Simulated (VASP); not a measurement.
# SiNi (Pmmn) in VASP: a series of runs

Aim: see how the results for SiNi move with the level of theory and the settings. Levels: BLYP, PBE. Tasks: single point.

All numbers are computed with VASP 6.6.1; they aren't measurements. Logs are shortened: lines on timing, memory, paths and dates and some standing lists are left out, and cuts for length are marked.

**1. The cell of the first run**

It takes space group Pmmn (No. 59, orthorhombic). The conventional cell has a = 2.883 Å, b = 3.213 Å, c = 4.582 Å, α = 90.00°, β = 90.00°, γ = 90.00°. Within 3.0 Å of Ni (site symmetry mm2) lie 6 Si at 2.29 to 2.32 Å and 6 Ni at 2.60 to 2.88 Å. Within 3.0 Å of Si (site symmetry mm2) lie 6 Ni at 2.29 to 2.32 Å and 6 Si at 2.59 to 2.88 Å.

**2. Single point, BLYP, collinear spin, ferromagnetic start**

INCAR reads:

```
PREC     = Accurate       # precision mode
ENCUT    = 590            # plane-wave cutoff, eV
EDIFF    = 1E-6           # SCF threshold, eV
ISMEAR   = -1             # smearing method
SIGMA    = 0.05           # smearing width, eV
LREAL    = False          # projectors in reciprocal space
LASPH    = True           # aspherical terms in the spheres
NELM     = 200            # most SCF steps
ALGO     = Normal         # electronic algorithm
ISIF     = 2              # what is computed and relaxed
LWAVE    = False          # write WAVECAR
LCHARG   = False          # write CHGCAR
ISPIN    = 2              # spin polarisation
MAGMOM   = 1 1 0 0        # initial moments
LORBIT   = 11             # projections on sites
LMAXMIX  = 4              # l up to which the mixer works
GGA      = B5             # functional
ALDAX    = 1.0          
AGGAX    = 1.0          
AGGAC    = 1.0          
ALDAC    = 0.0          
NBANDS   = 34             # bands
GGA_COMPAT= False
```

KPOINTS reads:

```
Automatic mesh
0
Gamma
  9 8 6
```

POSCAR reads:

```
SiNi
1.0
    2.8826972597      0.0000000000      0.0000000000
    0.0000000000      3.2133613310      0.0000000000
    0.0000000000      0.0000000000      4.5819618704
Ni Si
2 2
Direct
    0.5000000000      0.5000000000      0.3424955900
    0.0000000000      0.0000000000      0.6575044100
    0.5000000000      0.5000000000      0.8431431600
    0.0000000000      0.0000000000      0.1568568400
```

Potentials or basis: VASP PAW PBE potentials, release 64 (Ni_sv_GW, Si).

Launch:

```bash
> cat potpaw_PBE.64/Ni_sv_GW/POTCAR potpaw_PBE.64/Si/POTCAR > POTCAR
> mpirun -np 1 vasp_std > vasp.out
```

OUTCAR:

```text
PREC = Accurate
   ENCUT = 590
   EDIFF = 1E-6
   ISMEAR = -1
   LREAL = False
   LASPH = True
   NELM = 200
   ISIF = 2
   ISPIN = 2
   LORBIT = 11
   GGA = B5

 ion  position               nearest neighbor table
   1  0.500  0.500  0.342-   3 2.29   3 2.29   4 2.32   4 2.32   4 2.32   4 2.32   2 2.60   2 2.60
                             2 2.60   2 2.60
   2  0.000  0.000  0.658-   4 2.29   4 2.29   3 2.32   3 2.32   3 2.32   3 2.32   1 2.60   1 2.60
                             1 2.60   1 2.60
   3  0.500  0.500  0.843-   1 2.29   1 2.29   2 2.32   2 2.32   2 2.32   2 2.32   4 2.59   4 2.59
                             4 2.59   4 2.59
   4  0.000  0.000  0.157-   2 2.29   2 2.29   1 2.32   1 2.32   1 2.32   1 2.32   3 2.59   3 2.59
                             3 2.59   3 2.59

  LATTYP: Found a simple orthorhombic cell.
 ALAT       =     2.8826972597
 B/A-ratio  =     1.1147064855
 C/A-ratio  =     1.5894703667

  Lattice vectors:

 A1 = (   2.8826972597,   0.0000000000,   0.0000000000)
 A2 = (   0.0000000000,   3.2133613310,   0.0000000000)
 A3 = (   0.0000000000,   0.0000000000,   4.5819618704)

Analysis of symmetry for initial positions (statically):
=====================================================================
 Subroutine PRICEL returns:
 Original cell was already a primitive cell.

 Routine SETGRP: Setting up the symmetry group for a
 simple orthorhombic supercell.

 Subroutine GETGRP returns: Found  8 space group operations
 (whereof  4 operations were pure point group operations)
 out of a pool of  8 trial point group operations.

The static configuration has the point symmetry C_2v.
 The point group associated with its full space group is D_2h.

Analysis of symmetry for dynamics (positions and initial velocities):
=====================================================================
 Subroutine PRICEL returns:
 Original cell was already a primitive cell.

 Routine SETGRP: Setting up the symmetry group for a
 simple orthorhombic supercell.

 Subroutine GETGRP returns: Found  8 space group operations
 (whereof  4 operations were pure point group operations)
 out of a pool of  8 trial point group operations.

The dynamic configuration has the point symmetry C_2v.
 The point group associated with its full space group is D_2h.

Analysis of structural, dynamic, and magnetic symmetry:
=====================================================================
 Subroutine PRICEL returns:
 Original cell was already a primitive cell.

 Routine SETGRP: Setting up the symmetry group for a
 simple orthorhombic supercell.

 Subroutine GETGRP returns: Found  8 space group operations
 (whereof  4 operations were pure point group operations)
 out of a pool of  8 trial point group operations.

The overall configuration has the point symmetry C_2v.
 The point group associated with its full space group is D_2h.

 Subroutine INISYM returns: Found  8 space group operations
 (whereof  4 operations are pure point group operations),
 and found     1 'primitive' translations

----------------------------------------------------------------------------------------

                                     Primitive cell

  volume of cell :      42.4434

  direct lattice vectors                    reciprocal lattice vectors
     2.882697260  0.000000000  0.000000000     0.346897336  0.000000000  0.000000000
     0.000000000  3.213361331  0.000000000     0.000000000  0.311200608  0.000000000
     0.000000000  0.000000000  4.581961870     0.000000000  0.000000000  0.218247124

  length of vectors
     2.882697260  3.213361331  4.581961870     0.346897336  0.311200608  0.218247124

  position of ions in fractional coordinates (direct lattice)
     0.500000000  0.500000000  0.342495590
     0.000000000  0.000000000  0.657504410
     0.500000000  0.500000000  0.843143160
     0.000000000  0.000000000  0.156856840

  ion indices of the primitive-cell ions
   primitive index   ion index
                 1           1
                 2           2
                 3           3
[... 28 lines left out ...]
 Following reciprocal coordinates:
            Coordinates               Weight
  0.000000  0.000000  0.000000      1.000000
  0.111111  0.000000  0.000000      2.000000
  0.222222  0.000000  0.000000      2.000000
  0.333333  0.000000  0.000000      2.000000
  0.444444  0.000000  0.000000      2.000000
  0.000000  0.125000  0.000000      2.000000
[... 16 lines left out ...]
  0.222222  0.500000  0.000000      2.000000
  0.333333  0.500000  0.000000      2.000000
 [... further k-points ...]
   k-points           NKPTS =    100   k-points in BZ     NKDIM =    100   number of bands    NBANDS=     34
   number of dos      NEDOS =    301   number of ions     NIONS =      4
   total plane-waves  NPLWV =  24192
   dimension x,y,z NGX =    24 NGY =   28 NGZ =   36
   dimension x,y,z NGXF=    48 NGYF=   56 NGZF=   72
   ions per type =               2   2
   NGX,Y,Z   is equivalent  to a cutoff of  13.84, 14.49, 13.06 a.u.
   NGXF,Y,Z  is equivalent  to a cutoff of  27.68, 28.97, 26.12 a.u.
 SYSTEM =  unknown system
   PREC   = accura    normal or accurate (medium, high low for compatibility)
   ISTART =      0    job   : 0-new  1-cont  2-samecut
   ICHARG =      2    charge: 1-file 2-atom 10-const
   ISPIN  =      2    spin polarized calculation?
   LNONCOLLINEAR =      F non collinear calculations
   LSORBIT =      F    spin-orbit coupling
   LASPH  =      T    aspherical Exc in radial PAW
   ENCUT  =  590.0 eV  43.36 Ry    6.59 a.u.   5.71  6.36  9.07*2*pi/ulx,y,z
   NELM   =    200;   NELMIN=  2; NELMDL= -5     # of ELM steps
   EDIFF  = 0.1E-05   stopping-criterion for ELM
   LREAL  =      F    real-space projection
   EDIFFG = 0.1E-04   stopping-criterion for IOM
   NSW    =      0    number of steps for IOM
   IBRION =     -1    ionic relax: 0-MD 1-quasi-New 2-CG
   NFREE  =      0    steps in history (QN), initial steepest desc. (CG)
   ISIF   =      2    stress and relaxation
   ISYM   =      2    0-nonsym 1-usesym 2-fastsym
   POTIM  = 0.5000    time-step for ionic-motion
   TEBEG  =    0.0;   TEEND  =   0.0 temperature during run
   PSTRESS=    0.0 pullay stress
   NELECT =      44.0000    total number of electrons
   NUPDOWN=      -1.0000    fix difference up-down
   EMIN   =  10.00;   EMAX   =-10.00  energy-range for DOS
   EFERMI =   0.00;   METHOD = LEGACY
   ISMEAR =    -1;   SIGMA  =   0.05  broadening in eV -4-tet -1-fermi 0-gaus
   EFERMI_NEDOS =   21; number of points for ismear=-14 and -15
   IALGO  =     38    algorithm
   IMIX   =      4    mixing-type and parameters
     AMIX     =   0.40;   BMIX     =  1.00
     AMIX_MAG =   1.60;   BMIX_MAG =  1.00
  volume/ion in A,a.u.               =      10.61        71.61
  Fermi-wavevector in a.u.,A,eV,Ry     =   1.656872  3.131035 37.351064  2.745226
  Thomas-Fermi vector in A             =   2.744722
   LORBIT       =     11    0 simple, 1 ext, 2 COOP (PROOUT), +10 PAW based schemes
   GGA     = B5    functional components
   LHFCALC =     F    Hartree Fock is set to
   AEXX    =    0.0000 exact exchange contribution
   IVDW    =     0    specifies the selected vdW correction
   LEPSILON=     F    determine dielectric tensor
   LRPA    =     F    only Hartree local field effects (RPA)
 spin polarized calculation
  energy-cutoff  :      590.00
  volume of cell :       42.44
 maximum number of plane-waves:      1402
 NGX is ok and might be reduce to    24
   NGX = 11   NGY = 13   NGZ = 19

 number of electron      44.0000025 magnetization      -0.0004829

 number of electron      44.0000025 magnetization       0.0000502

 Free energy of the ion-electron system (eV)
  ---------------------------------------------------
  ext. energy  EPLUGINS =         0.00000000
  ---------------------------------------------------
  free energy    TOTEN  =       -20.82406231 eV

  energy without entropy =      -20.81658663  energy(sigma->0) =      -20.82032447

 E-fermi :  12.4830     XC(G=0): -12.6226

 val. band max:       12.4185190148   @ k =   0.4444   0.3750   0.5000
 cond. band min:      12.4977550905   @ k =   0.0000   0.0000   0.3333
 fundamental gap:      0.0792360757
 Fermi energy:        12.4829607733

 spin component 1

 k-point     1 :       0.0000    0.0000    0.0000
  band No.  band energies     occupation
      1     -91.3119      1.00000
      2     -91.2987      1.00000
      3     -52.1288      1.00000
      4     -52.0917      1.00000
      5     -52.0141      1.00000
      6     -51.9644      1.00000
[... 877 lines left out ...]
     33      30.0712      0.00000
     34      30.5082      0.00000

 [... further k-points ...]

 spin component 2

 k-point     1 :       0.0000    0.0000    0.0000
  band No.  band energies     occupation
      1     -91.3118      1.00000
      2     -91.2986      1.00000
      3     -52.1287      1.00000
      4     -52.0917      1.00000
      5     -52.0140      1.00000
      6     -51.9643      1.00000
[... 877 lines left out ...]
     33      30.0531      0.00000
     34      30.6454      0.00000

 [... further k-points ...]

------------------------ aborting loop because EDIFF is reached ----------------------------------------

  FORCE on cell =-STRESS in cart. coord.  units (eV):
  Direction    XX          YY          ZZ          XY          YZ          ZX
  --------------------------------------------------------------------------------------
  -------------------------------------------------------------------------------------
  Total        7.8276492      7.9253416      7.8481454      0.0000000      0.0000000      0.0000000
  in kB      295.4825705    299.1703166    296.2562716      0.0000000      0.0000000      0.0000000
  external PRESSURE =     296.9697196 kB  Pullay stress =       0.0000000 kB

 VOLUME and BASIS-vectors are now :
 -----------------------------------------------------------------------------
  energy-cutoff  :      590.00
  volume of cell :       42.44
      direct lattice vectors                 reciprocal lattice vectors
     2.882697260  0.000000000  0.000000000     0.346897336  0.000000000  0.000000000
     0.000000000  3.213361331  0.000000000     0.000000000  0.311200608  0.000000000
     0.000000000  0.000000000  4.581961870     0.000000000  0.000000000  0.218247124

 POSITION                                       TOTAL-FORCE (eV/Angst)
 -----------------------------------------------------------------------------------
      1.44135      1.60668      1.56930         0.000000      0.000000      0.073458
      0.00000      0.00000      3.01266         0.000000      0.000000     -0.073458
      1.44135      1.60668      3.86325         0.000000      0.000000      0.010966
      0.00000      0.00000      0.71871         0.000000      0.000000     -0.010966
 -----------------------------------------------------------------------------------
    total drift:                                0.000000      0.000000     -0.000000

  FREE ENERGIE OF THE ION-ELECTRON SYSTEM (eV)
  ---------------------------------------------------
  free  energy   TOTEN  =       -20.8240623061 eV

  energy  without entropy=      -20.8165866348  energy(sigma->0) =      -20.82032447

 total charge

# of ion       s       p       d       f       tot
--------------------------------------------------
    1        2.246   6.421   7.956   0.005  16.628
    2        2.246   6.421   7.956   0.005  16.628
    3        0.757   0.924   0.000   0.000   1.681
    4        0.757   0.924   0.000   0.000   1.681
--------------------------------------------------
tot          6.006  14.691  15.912   0.010  36.618

 magnetization (x)

# of ion       s       p       d       f       tot
--------------------------------------------------
    1        0.000   0.000   0.000   0.000   0.000
    2        0.000   0.000   0.000   0.000   0.000
    3        0.000  -0.000   0.000   0.000   0.000
    4        0.000  -0.000   0.000   0.000   0.000
--------------------------------------------------
tot          0.000  -0.000   0.000   0.000   0.000
```

Run time: 2.8 min. Hardware: 1 thread of Intel Xeon 6975P-C (Granite Rapids), shared host; peak memory 0.38 GiB.

What came out:

| Property | Result |
| --- | --- |
| Free energy | -20.8241 eV |
| Pressure | 29.7 GPa |
| Largest force | 0.073 eV/Å |
| Band gap on the k mesh | zero (filled and empty bands overlap) |
| Net moment | 0.00 μB per cell |
| Valence electrons inside the program's atomic spheres | Ni 16.63; Si 1.68 |

Forces in eV/Å, atoms in the order of the input:
```
Ni   0.000  0.000  0.073
Ni   0.000  0.000 -0.073
Si   0.000  0.000  0.011
Si   0.000  0.000 -0.011
```

Stress tensor (GPa, compression positive):
```
29.55  0.00  0.00
 0.00 29.92  0.00
 0.00  0.00 29.63
```

Caveat: the cell stands under pressure; the PAW data sets were made with another functional, which shifts forces and pressure a little.

**3. Single point, PBE, collinear spin, zero start**

This run uses another cell than the first one, of 11.29 Å³/atom.

INCAR reads:

```
PREC = Accurate
ENCUT = 590
EDIFF = 1E-6
ISMEAR = -1
SIGMA = 0.05
LREAL = False
LASPH = True
NELM = 200
ALGO = Normal
ISIF = 2
LWAVE = False
LCHARG = False
ISPIN = 2
MAGMOM = 0 0 0 0
LORBIT = 11
NUPDOWN = 0.0
LMAXMIX = 4
GGA = PE
NBANDS = 34
GGA_COMPAT = False
```

KPOINTS reads:

```
regular mesh
0
Gamma
  8 7 5
```

POSCAR reads:

```
SiNi
1.0
    2.9427706600      0.0000000000      0.0000000000
    0.0000000000      3.2803255400      0.0000000000
    0.0000000000      0.0000000000      4.6774467600
Ni Si
2 2
Direct
    0.5000000000      0.5000000000      0.3424955900
    0.0000000000      0.0000000000      0.6575044100
    0.5000000000      0.5000000000      0.8431431600
    0.0000000000      0.0000000000      0.1568568400
```

Potentials or basis: VASP PAW PBE potentials, release 64 (Ni_sv_GW, Si).

Launch:

```bash
> cat potpaw_PBE.64/Ni_sv_GW/POTCAR potpaw_PBE.64/Si/POTCAR > POTCAR
> mpirun -np 1 vasp_std > vasp.out
```

It took 5.1 min on 1 thread of Intel Xeon Platinum 8375C at 2.90GHz (Ice Lake), shared host; peak memory 0.31 GiB.

The run converged. Its results:

```yaml
Free_energy: -25.4777 eV
Pressure: 4.0 GPa
Largest_force: 0.047 eV/Å
Net_moment: 0.00 μB per cell
Valence_electrons_inside_the_program's_atomic_spheres: Ni 16.51; Si 1.62
```

Forces in eV/Å, atoms in the order of the input:
```
Ni   0.000  0.000  0.032
Ni   0.000  0.000 -0.032
Si   0.000  0.000  0.047
Si   0.000  0.000 -0.047
```

Stress tensor (GPa, compression positive):
```
3.17 0.00 0.00
0.00 4.26 0.00
0.00 0.00 4.47
```

Caveat: the cell stands under pressure; the total moment is fixed, so each spin has its own Fermi level.

[end of part 1 of 3]
